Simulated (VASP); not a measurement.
Set up this calculation in VASP 6.6.1, as the native input.

```
Task                                : relaxation of the atoms
Functional                          : PBE
Potentials or basis                 : VASP PAW PBE potentials, release 64 (Al, O)
Cutoff                              : 520 eV
k mesh                              : 5 × 4 × 1
Occupations                         : gaussian, width 0.1 eV
Spin                                : no spin polarisation
Dipole correction                   : yes
Atoms held fixed (from 0)           : [0, 1, 2, 3, 4, 5, 6, 7, 8, 9, 10, 11, 12, 13, 14, 15]
Further INCAR settings              : LREAL = Auto; ALGO = Normal; EDIFF = 1e-06; IBRION = 2; EDIFFG = -0.025; NSW = 36
Atoms held along some axes (from 0) : atom 16 along a and b
```

The structure of Al16O lies in POSCAR:

```
Al16O
1.0
    5.7135165838      0.0000000000      0.0000000000
    0.0000000000      8.0801326417      0.0000000000
    0.0000000000      0.0000000000     19.7432787023
Al O
16 1
Selective dynamics
Direct
    0.2500000000      0.2500000000      0.2026005944  F F F
    0.2500000000      0.7500000000      0.2026005944  F F F
    0.7500000000      0.2500000000      0.2026005944  F F F
    0.7500000000      0.7500000000      0.2026005944  F F F
    0.0000000000      0.0000000000      0.2749482104  F F F
    0.0000000000      0.5000000000      0.2749482104  F F F
    0.5000000000      0.0000000000      0.2749482104  F F F
    0.5000000000      0.5000000000      0.2749482104  F F F
    0.2500000000      0.2500000000      0.3495466405  F F F
    0.2500000000      0.7500000000      0.3495466405  F F F
    0.7500000000      0.2500000000      0.3495466405  F F F
    0.7500000000      0.7500000000      0.3495466405  F F F
    0.0000000000      0.0000000000      0.4175232912  F F F
    0.0000000000      0.5000000000      0.4175232912  F F F
    0.5000000000      0.0000000000      0.4175232912  F F F
    0.5000000000      0.5000000000      0.4175232912  F F F
    0.2500000000      0.0500000000      0.4615518273  F F T
```

The input as run:

INCAR

```
SYSTEM = Al16O
  PREC = Accurate
  ENCUT = 520
  EDIFF = 1E-6
  ISMEAR = 0
  SIGMA = 0.1
  LREAL = Auto
  LASPH = .TRUE.
  NELM = 60
  ALGO = Normal
  ISIF = 2
  LWAVE = .FALSE.
  LCHARG = .FALSE.
  LDIPOL = .TRUE.
  IDIPOL = 3
  DIPOL = 0.5 0.5 0.320
  GGA = PE
  IBRION = 2
  NSW = 36
  EDIFFG = -0.025
  KPAR = 4
```

KPOINTS

```
regular mesh
0
G
  5 4 1
  0 0 0
```

Potentials or basis: VASP PAW PBE potentials, release 64 (Al, O).

The run is started by

```console
$ cat potpaw_PBE.64/Al/POTCAR potpaw_PBE.64/O/POTCAR > POTCAR
$ mpirun -np 4 vasp_std > vasp.out
```

It gave:

The energy gained by relaxing is 2.0 meV/atom. The ionic steps are 4 and the band gap on the k mesh is zero (bands 27 and 28 overlap by 0.66 eV).

Wall time 10 min on 4 MPI ranks on Intel(R) Xeon(R) Platinum 8259CL CPU @ 2.50GHz (Skylake/Cascade Lake), on a shared host, peak memory 0.96 GiB a rank.
